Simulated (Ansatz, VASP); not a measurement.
# Two plane-wave programs on LiH

INCAR

```
SYSTEM = LiH
PREC = Accurate
ENCUT = 750
EDIFF = 1E-6
ISMEAR = 0
SIGMA = 0.01
LREAL = .False.
LASPH = .True.
NELM = 120
ALGO = Normal
ISIF = 2
LWAVE = .False.
LCHARG = .False.
GGA = PE
NBANDS = 9
GGA_COMPAT = .False.
```

File KPOINTS:

```
regular mesh
0
Gamma
  8 8 8
  0 0 0
```

Contents of POSCAR:

```
LiH
1.0
    0.0000000000      2.0367500000      2.0367500000
    2.0367500000      0.0000000000      2.0367500000
    2.0367500000      2.0367500000      0.0000000000
Li H
1 1
Direct
    0.0000000000      0.0000000000      0.0000000000
    0.5000000000      0.5000000000      0.5000000000
```

Input for Ansatz:

```yaml
crystal:
  lattice:
    - [0.0, 2.03675, 2.03675]
    - [2.03675, 0.0, 2.03675]
    - [2.03675, 2.03675, 0.0]
  atoms:
    - { symbol: Li, position: [0.0, 0.0, 0.0] }
    - { symbol: H, position: [0.5, 0.5, 0.5] }
basis:
  ecutwfc: 525.0
kpoints:
  mp_grid:
    grid: [8, 8, 8]
hamiltonian:
  xc: pbe
scf:
  occupations:
    method: fixed
output:
  eigenvalues: true
```

Alike in both runs: task single point; functional PBE; k mesh 8 × 8 × 8; no spin polarisation.

```csv
,VASP,Ansatz
version,VASP 6.6.1,Ansatz 0.2.0
potentials or method,"VASP PAW PBE potentials, release 64 (Li_sv, H), cutoff 750 eV","plane waves, PAW"
occupations,"gaussian, width 0.01 eV",fixed
valence electrons in the cell,4,4
```

|  | VASP | Ansatz | Ansatz less VASP |
| --- | --- | --- | --- |
| gap on the k mesh at the Fermi level (eV) | 3.01 | 3.02 | +0.004 |
